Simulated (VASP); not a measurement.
# ZrAl2N3 (P6_3/mmc) in VASP: relaxation of cell and atoms with PBE

Aim: the relaxation of cell and atoms of ZrAl2N3 with PBE.

Everything below comes from runs of VASP 6.6.1. Logs are shortened: lines on timing, memory, paths and dates and some standing lists are left out, and cuts for length are marked.

## Step 1: The cell of the first run

Symmetry: P6_3/mmc, No. 194, hexagonal system. The conventional cell has a = 2.977 Å, b = 2.977 Å, c = 15.811 Å, α = 90.00°, β = 90.00°, γ = 120.00°. Zr (site symmetry -6m2) has 6 N at 2.26 Å and 6 Zr at 2.98 Å within 3.0 Å. Within 2.8 Å of Al (site symmetry 3m) lie 6 N at 2.11 to 2.14 Å. Within 2.8 Å of N (site symmetry 3m) lie 3 Al at 2.11 Å and 3 Zr at 2.26 Å and 1 N at 2.49 Å. Within 2.8 Å of N (site symmetry -3m) lie 6 Al at 2.14 Å and 2 N at 2.49 Å.

## Step 2: Relaxation of cell and atoms, PBE

Contents of INCAR:

```
  PREC = Accurate
  ENCUT = 600
  EDIFF = 1E-6
  ISMEAR = 0
  SIGMA = 0.1
  LREAL = F
  LASPH = T
  NELM = 80
  ALGO = Normal
  ISIF = 3
  LWAVE = F
  LCHARG = F
  GGA = PE
  IBRION = 2
  NSW = 100
  EDIFFG = -0.01
```

Contents of KPOINTS:

```
regular mesh
0
Gamma
  12 12 4
```

Contents of POSCAR:

```
ZrAl2N3
1.0
    2.9770011226      0.0000000000      0.0000000000
   -1.4885005613      2.5781585993      0.0000000000
    0.0000000000      0.0000000000     15.8110995770
Zr Al N
2 4 6
Direct
    0.3333333333      0.6666666667      0.7500000000
    0.6666666667      0.3333333333      0.2500000000
    0.3333333333      0.6666666667      0.0803311328
    0.3333333333      0.6666666667      0.4196688672
    0.6666666667      0.3333333333      0.9196688672
    0.6666666667      0.3333333333      0.5803311328
    0.0000000000      0.0000000000      0.6575884845
    0.0000000000      0.0000000000      0.0000000000
    0.0000000000      0.0000000000      0.3424115155
    0.0000000000      0.0000000000      0.8424115155
    0.0000000000      0.0000000000      0.1575884845
    0.0000000000      0.0000000000      0.5000000000
```

Potentials or basis: VASP PAW PBE potentials, release 64 (Zr_sv, Al, N).

Launch:

```
> cat potpaw_PBE.64/Zr_sv/POTCAR potpaw_PBE.64/Al/POTCAR potpaw_PBE.64/N/POTCAR > POTCAR
> mpirun -np 1 vasp_std > vasp.out
```

OUTCAR:

```text
PREC = Accurate
   ENCUT = 600
   EDIFF = 1E-6
   ISMEAR = 0
   LREAL = F
   LASPH = T
   NELM = 80
   ISIF = 3
   GGA = PE
   IBRION = 2
   NSW = 100
   EDIFFG = -0.01

 ion  position               nearest neighbor table
   1  0.333  0.667  0.750-   7 2.26  10 2.26   7 2.26  10 2.26   7 2.26  10 2.26   5 3.19   6 3.19
                             5 3.19   6 3.19   5 3.19   6 3.19
   2  0.667  0.333  0.250-   9 2.26  11 2.26   9 2.26  11 2.26   9 2.26  11 2.26   3 3.19   4 3.19
                             3 3.19   4 3.19   3 3.19   4 3.19
   3  0.333  0.667  0.080-  11 2.11  11 2.11  11 2.11   8 2.14   8 2.14   8 2.14   5 3.07   5 3.07
                             5 3.07   2 3.19   2 3.19   2 3.19
   4  0.333  0.667  0.420-   9 2.11   9 2.11   9 2.11  12 2.14  12 2.14  12 2.14   6 3.07   6 3.07
                             6 3.07   2 3.19   2 3.19   2 3.19
   5  0.667  0.333  0.920-  10 2.11  10 2.11  10 2.11   8 2.14   8 2.14   8 2.14   3 3.07   3 3.07
                             3 3.07   1 3.19   1 3.19   1 3.19
   6  0.667  0.333  0.580-   7 2.11   7 2.11   7 2.11  12 2.14  12 2.14  12 2.14   4 3.07   4 3.07
                             4 3.07   1 3.19   1 3.19   1 3.19
   7  0.000  0.000  0.658-   6 2.11   6 2.11   6 2.11   1 2.26   1 2.26   1 2.26
   8  0.000  0.000  0.000-   3 2.14   5 2.14   5 2.14   3 2.14   5 2.14   3 2.14
   9  0.000  0.000  0.342-   4 2.11   4 2.11   4 2.11   2 2.26   2 2.26   2 2.26
  10  0.000  0.000  0.842-   5 2.11   5 2.11   5 2.11   1 2.26   1 2.26   1 2.26
  11  0.000  0.000  0.158-   3 2.11   3 2.11   3 2.11   2 2.26   2 2.26   2 2.26
  12  0.000  0.000  0.500-   4 2.14   6 2.14   6 2.14   4 2.14   6 2.14   4 2.14

  LATTYP: Found a hexagonal cell.
 ALAT       =     2.9770011226
 C/A-ratio  =     5.3110828400

  Lattice vectors:

 A1 = (   2.9770011226,   0.0000000000,   0.0000000000)
 A2 = (  -1.4885005613,   2.5781585993,   0.0000000000)
 A3 = (   0.0000000000,   0.0000000000,  15.8110995770)

Analysis of symmetry for initial positions (statically):
=====================================================================
 Subroutine PRICEL returns:
 Original cell was already a primitive cell.

 Routine SETGRP: Setting up the symmetry group for a
 hexagonal supercell.

 Subroutine GETGRP returns: Found 24 space group operations
 (whereof 12 operations were pure point group operations)
 out of a pool of 24 trial point group operations.

The static configuration has the point symmetry D_3d.
 The point group associated with its full space group is D_6h.

Analysis of symmetry for dynamics (positions and initial velocities):
=====================================================================
 Subroutine PRICEL returns:
 Original cell was already a primitive cell.

 Routine SETGRP: Setting up the symmetry group for a
 hexagonal supercell.

 Subroutine GETGRP returns: Found 24 space group operations
 (whereof 12 operations were pure point group operations)
 out of a pool of 24 trial point group operations.

The dynamic configuration has the point symmetry D_3d.
 The point group associated with its full space group is D_6h.

 Subroutine INISYM returns: Found 24 space group operations
 (whereof 12 operations are pure point group operations),
 and found     1 'primitive' translations

----------------------------------------------------------------------------------------

                                     Primitive cell

  volume of cell :     121.3531

  direct lattice vectors                    reciprocal lattice vectors
     2.977001123  0.000000000  0.000000000     0.335908506  0.193936866  0.000000000
    -1.488500561  2.578158599  0.000000000     0.000000000  0.387873733  0.000000000
     0.000000000  0.000000000 15.811099577     0.000000000  0.000000000  0.063246708

  length of vectors
     2.977001123  2.977001123 15.811099577     0.387873733  0.387873733  0.063246708

  position of ions in fractional coordinates (direct lattice)
     0.333333333  0.666666667  0.750000000
     0.666666667  0.333333333  0.250000000
     0.333333333  0.666666667  0.080331133
     0.333333333  0.666666667  0.419668867
     0.666666667  0.333333333  0.919668867
     0.666666667  0.333333333  0.580331133
     0.000000000  0.000000000  0.657588485
     0.000000000  0.000000000  0.000000000
     0.000000000  0.000000000  0.342411515
     0.000000000  0.000000000  0.842411515
     0.000000000  0.000000000  0.157588485
     0.000000000  0.000000000  0.500000000

  ion indices of the primitive-cell ions
   primitive index   ion index
                 1           1
                 2           2
                 3           3
                 4           4
                 5           5
                 6           6
                 7           7
                 8           8
                 9           9
                10          10
                11          11
                12          12

----------------------------------------------------------------------------------------

 KPOINTS: regular mesh

Automatic generation of k-mesh.
 Grid dimensions read from file:
 generate k-points for:   12   12    4

 Generating k-lattice:

  Cartesian coordinates                     Fractional coordinates (reciprocal lattice)
     0.027992376  0.016161406  0.000000000     0.083333333  0.000000000  0.000000000
     0.000000000  0.032322811  0.000000000     0.000000000  0.083333333  0.000000000
     0.000000000  0.000000000  0.015811677     0.000000000  0.000000000  0.250000000

  Length of vectors
     0.032322811  0.032322811  0.015811677

  Shift w.r.t. Gamma in fractional coordinates (k-lattice)
     0.000000000  0.000000000  0.000000000

 Subroutine IBZKPT returns following result:
 ===========================================

 Found     57 irreducible k-points:

 Following reciprocal coordinates:
            Coordinates               Weight
  0.000000  0.000000  0.000000      1.000000
  0.083333 -0.000000  0.000000      6.000000
  0.166667  0.000000  0.000000      6.000000
  0.250000 -0.000000  0.000000      6.000000
  0.333333 -0.000000  0.000000      6.000000
  0.416667  0.000000  0.000000      6.000000
[... 16 lines left out ...]
  0.250000 -0.000000  0.250000     12.000000
  0.333333 -0.000000  0.250000     12.000000
 [... further k-points ...]
   k-points           NKPTS =     57   k-points in BZ     NKDIM =     57   number of bands    NBANDS=     40
   number of dos      NEDOS =    301   number of ions     NIONS =     12
   total plane-waves  NPLWV =  72576
   dimension x,y,z NGX =    24 NGY =   24 NGZ =  126
   dimension x,y,z NGXF=    48 NGYF=   48 NGZF=  252
   ions per type =               2   4   6
   NGX,Y,Z   is equivalent  to a cutoff of  13.40, 13.40, 13.25 a.u.
   NGXF,Y,Z  is equivalent  to a cutoff of  26.80, 26.80, 26.50 a.u.
 SYSTEM =  unknown system
   PREC   = accura    normal or accurate (medium, high low for compatibility)
   ISTART =      0    job   : 0-new  1-cont  2-samecut
   ICHARG =      2    charge: 1-file 2-atom 10-const
   ISPIN  =      1    spin polarized calculation?
   LNONCOLLINEAR =      F non collinear calculations
   LSORBIT =      F    spin-orbit coupling
   LASPH  =      T    aspherical Exc in radial PAW
   ENCUT  =  600.0 eV  44.10 Ry    6.64 a.u.   5.95  5.95 31.58*2*pi/ulx,y,z
   NELM   =     80;   NELMIN=  2; NELMDL= -5     # of ELM steps
   EDIFF  = 0.1E-05   stopping-criterion for ELM
   LREAL  =      F    real-space projection
   EDIFFG = -.1E-01   stopping-criterion for IOM
   NSW    =    100    number of steps for IOM
   IBRION =      2    ionic relax: 0-MD 1-quasi-New 2-CG
   NFREE  =      1    steps in history (QN), initial steepest desc. (CG)
   ISIF   =      3    stress and relaxation
   ISYM   =      2    0-nonsym 1-usesym 2-fastsym
   POTIM  = 0.5000    time-step for ionic-motion
   TEBEG  =    0.0;   TEEND  =   0.0 temperature during run
   PSTRESS=    0.0 pullay stress
   NELECT =      66.0000    total number of electrons
   NUPDOWN=      -1.0000    fix difference up-down
   EMIN   =  10.00;   EMAX   =-10.00  energy-range for DOS
   EFERMI =   0.00;   METHOD = LEGACY
   ISMEAR =     0;   SIGMA  =   0.10  broadening in eV -4-tet -1-fermi 0-gaus
   EFERMI_NEDOS =   21; number of points for ismear=-14 and -15
   IALGO  =     38    algorithm
   IMIX   =      4    mixing-type and parameters
     AMIX     =   0.40;   BMIX     =  1.00
     AMIX_MAG =   1.60;   BMIX_MAG =  1.00
  volume/ion in A,a.u.               =      10.11        68.24
  Fermi-wavevector in a.u.,A,eV,Ry     =   1.336306  2.525252 24.296109  1.785714
  Thomas-Fermi vector in A             =   2.464943
   LORBIT       =      0    0 simple, 1 ext, 2 COOP (PROOUT), +10 PAW based schemes
   GGA     = PE    functional components
   LHFCALC =     F    Hartree Fock is set to
   AEXX    =    0.0000 exact exchange contribution
   IVDW    =     0    specifies the selected vdW correction
   LEPSILON=     F    determine dielectric tensor
   LRPA    =     F    only Hartree local field effects (RPA)
 conjugate gradient relaxation of ions
 non-spin polarized calculation
 Gauss-broadening in eV      SIGMA  =   0.10
  energy-cutoff  :      600.00
  volume of cell :      121.35
 maximum number of plane-waves:      4104
 NGX is ok and might be reduce to    24
   NGX = 11   NGY = 11   NGZ = 63

--------------------------------------- Ionic step        1  -------------------------------------------

 number of electron      66.0000007 magnetization

 Free energy of the ion-electron system (eV)
  ---------------------------------------------------
  ext. energy  EPLUGINS =         0.00000000
  ---------------------------------------------------
  free energy    TOTEN  =       -92.78710594 eV

  energy without entropy =      -92.76617558  energy(sigma->0) =      -92.77664076

------------------------ aborting loop because EDIFF is reached ----------------------------------------

  FORCE on cell =-STRESS in cart. coord.  units (eV):
  Direction    XX          YY          ZZ          XY          YZ          ZX
  --------------------------------------------------------------------------------------
  -------------------------------------------------------------------------------------
  Total       -0.3577829     -0.3577829      0.0835144      0.0000000      0.0000000      0.0000000
  in kB       -4.7236691     -4.7236691      1.1026083      0.0000000      0.0000000      0.0000000
  external PRESSURE =      -2.7815766 kB  Pullay stress =       0.0000000 kB
[... 123 lines left out ...]
  energy  without entropy=      -92.7692381779  energy(sigma->0) =      -92.77933711

--------------------------------------- Ionic step        4  -------------------------------------------

 number of electron      66.0000004 magnetization

 Free energy of the ion-electron system (eV)
  ---------------------------------------------------
  ext. energy  EPLUGINS =         0.00000000
  ---------------------------------------------------
  free energy    TOTEN  =       -92.78969022 eV

  energy without entropy =      -92.76956023  energy(sigma->0) =      -92.77962522

 E-fermi :  10.7258     XC(G=0): -12.0941

 val. band max:       10.7243032638   @ k =   0.4167   0.0000   0.5000
 cond. band min:      10.7428574748   @ k =   0.2500   0.2500   0.0000
 fundamental gap:      0.0185542110
 Fermi energy:        10.7257703846

 k-point     1 :       0.0000    0.0000    0.0000
  band No.  band energies     occupation
      1     -37.9690      2.00000
      2     -37.9690      2.00000
      3     -16.4195      2.00000
      4     -16.4191      2.00000
      5     -15.3131      2.00000
      6     -15.3131      2.00000
[... 1021 lines left out ...]
     39      14.8062      0.00000
     40      15.2647      0.00000

 [... further k-points ...]
[... 5 lines left out ...]
  --------------------------------------------------------------------------------------
  -------------------------------------------------------------------------------------
  Total       -0.0849588     -0.0849588     -0.0333718      0.0000000      0.0000000      0.0000000
  in kB       -1.1235113     -1.1235113     -0.4413146      0.0000000      0.0000000      0.0000000
  external PRESSURE =      -0.8961124 kB  Pullay stress =       0.0000000 kB
[... 27 lines left out ...]
  FREE ENERGIE OF THE ION-ELECTRON SYSTEM (eV)
  ---------------------------------------------------
  free  energy   TOTEN  =       -92.7896902171 eV

  energy  without entropy=      -92.7695602313  energy(sigma->0) =      -92.77962522

 reached required accuracy - stopping structural energy minimisation
```

Run time: 7.5 min. Hardware: 1 thread of Intel Xeon 6975P-C (Granite Rapids), shared host; peak memory 0.45 GiB.

Results:

```yaml
Free_energy: -92.7897 eV
Relaxed_volume: 10.10 Å³/atom
Relaxed_cell: a = 2.974 Å, b = 2.974 Å, c = 15.819 Å, α = 90.00°, β = 90.00°, γ = 120.00°
Space_group_after_relaxing_to_0.1_Å: P6_3/mmc (No. 194)
Energy_gained_by_relaxing: 0.2 meV/atom
Ionic_steps: 4
Pressure_after_relaxing: -0.1 GPa
Largest_force_after_relaxing: 0.008 eV/Å
Band_gap_on_the_k_mesh: zero (bands 33 and 34 overlap by 1.19 eV)
```

Forces on the atoms (eV/Å):
```
Zr   0.000  0.000  0.000
Zr   0.000  0.000  0.000
Al   0.000  0.000 -0.008
Al   0.000  0.000  0.008
Al   0.000  0.000  0.008
Al   0.000  0.000 -0.008
N    0.000  0.000  0.007
N    0.000  0.000  0.000
N    0.000  0.000 -0.007
N    0.000  0.000 -0.007
N    0.000  0.000  0.007
N    0.000  0.000  0.000
```

Step by step:
```
step  energy change (eV)  largest force (eV/Å)  pressure (GPa)  volume (Å³)
   1              0.0000                0.1364           -0.28       121.35
   2             -0.0023                0.0578            0.14       121.04
   3             -0.0023                0.0441            0.10       121.08
   4             -0.0026                0.0076           -0.09       121.16
```

Final structure:
```xyz
12
Lattice="2.9739 0.0000 0.0000 -1.4869 2.5754 0.0000 0.0000 0.0000 15.8185" Properties=species:S:1:pos:R:3 pbc="T T T"
Zr    0.0000    1.7170   11.8639
Zr    1.4869    0.8585    3.9546
Al    0.0000    1.7170    1.2714
Al    0.0000    1.7170    6.6378
Al    1.4869    0.8585   14.5471
Al    1.4869    0.8585    9.1807
N     0.0000    0.0000   10.3943
N     0.0000    0.0000    0.0000
N    -1.4869    2.5754    5.4243
N     0.0000    0.0000   13.3335
N     0.0000    0.0000    2.4850
N     0.0000    0.0000    7.9093
```

Levels at points of the mesh, in eV from the Fermi level:
| k point | band 30 | band 31 | band 32 | band 33 | band 34 | band 35 | band 36 | band 37 |
| --- | --- | --- | --- | --- | --- | --- | --- | --- |
| (0.00, 0.00, 0.00) | -1.45 | -1.45 | -1.15 | 0.13 | 1.29 | 2.11 | 2.37 | 2.83 |
| (0.50, 0.00, 0.00) | -2.67 | -2.21 | -1.24 | -0.34 | 0.40 | 1.12 | 2.09 | 2.98 |
| (0.00, 0.00, 0.50) | -1.54 | -1.54 | -1.54 | 0.85 | 0.85 | 2.20 | 2.20 | 2.87 |
| (0.50, 0.00, 0.50) | -2.38 | -1.97 | -1.97 | 0.13 | 0.13 | 1.49 | 1.49 | 3.17 |
